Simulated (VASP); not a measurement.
Wanted: the native input for a VASP 6.6.1 run.

- Task: single point
- Functional: PBEsol
- Potentials or basis: VASP PAW PBE potentials, release 64 (Mn_pv, S)
- Cutoff: 520 eV
- k mesh: 9 × 9 × 9
- Occupations: fermi-dirac, width 0.05 eV
- Spin: collinear spin, ferromagnetic start
- Starting moments: [4.0, 0.0] μB
- Dipole correction: no
- Further INCAR settings: ALGO = Normal; EDIFF = 1e-07; NBANDS = 20

The structure of MnS lies in POSCAR:

```
MnS
1.0
    0.0000000000      2.6045000000      2.6045000000
    2.6045000000      0.0000000000      2.6045000000
    2.6045000000      2.6045000000      0.0000000000
Mn S
1 1
Direct
    0.0000000000      0.0000000000      0.0000000000
    0.5000000000      0.5000000000      0.5000000000
```

The input as run:

INCAR

```
PREC = Accurate
ENCUT = 520
EDIFF = 1E-7
ISMEAR = -1
SIGMA = 0.05
LREAL = False
LASPH = True
NELM = 150
ALGO = Normal
ISIF = 2
LWAVE = False
LCHARG = False
ISPIN = 2
MAGMOM = 4 0
LORBIT = 11
LMAXMIX = 4
GGA = PS
NBANDS = 20
```

KPOINTS

```
Automatic mesh
0
Gamma
  9 9 9
```

Potentials or basis: VASP PAW PBE potentials, release 64 (Mn_pv, S).

Command:

```bash
$ cat potpaw_PBE.64/Mn_pv/POTCAR potpaw_PBE.64/S/POTCAR > POTCAR
$ mpirun -np 1 vasp_std > vasp.out
```

It gave:

```yaml
Pressure: -7.2 GPa
Net_moment: 4.69 μB per cell
Site_moments: Mn +4.23; S +0.10 μB
Valence_electrons_inside_the_program's_atomic_spheres: Mn 11.31; S 3.69
```

Caveat: the PAW data sets were made with another functional, which shifts forces and pressure a little; a cell with one magnetic atom can't hold antiferromagnetic order, which such compounds often take.

Wall time 54 s on 1 thread of Intel(R) Xeon(R) Platinum 8375C CPU @ 2.90GHz (Ice Lake) (shared host), peak memory 0.18 GiB.
